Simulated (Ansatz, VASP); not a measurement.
One calculation of ZnO, two programs

```
CELL_PARAMETERS angstrom
3.31304 0.00000 0.00000
-1.65652 2.86917 0.00000
0.00000 0.00000 5.30781
ATOMIC_POSITIONS crystal
Zn 0.66667 0.33333 0.00000
Zn 0.33333 0.66667 0.50000
O 0.33333 0.66667 0.87901
O 0.66667 0.33333 0.37901
```

Alike in both runs: task single point; functional b88 exchange, pbe correlation; k mesh 9 × 9 × 5; occupations fermi-dirac, width 0.05 eV; no spin polarisation.

```csv
,VASP,Ansatz
version,VASP 6.6.1,Ansatz 0.2.0
potentials or method,"VASP PAW PBE potentials, release 64 (Zn, O)",Ansatz PAW
plane-wave cutoff (eV),600,420
valence electrons in the cell,36,36
```

|  | VASP | Ansatz | Ansatz less VASP |
| --- | --- | --- | --- |
| gap on the k mesh at the Fermi level (eV) | 0.72 | 0.74 | +0.012 |
| least direct gap on the mesh (eV) | 0.72 | 0.74 | +0.012 |
| pressure (GPa) | -2.6 | -3.2 | -0.58 |
| traceless stress, the component that is largest in VASP (GPa) | 0.97 | 0.95 | -0.024 |
| rms of the force components (eV/Å) | 0.030 | 0.028 | -0.0018 |

VASP's potentials were made for PBE, not for b88 exchange, pbe correlation. Atom by atom the forces differ by 0.002 eV/Å (rms over components).

Noted on Ansatz's run: odd divisions of the mesh miss points on the zone boundary, where band edges often lie, so the gap on the mesh can be too wide.
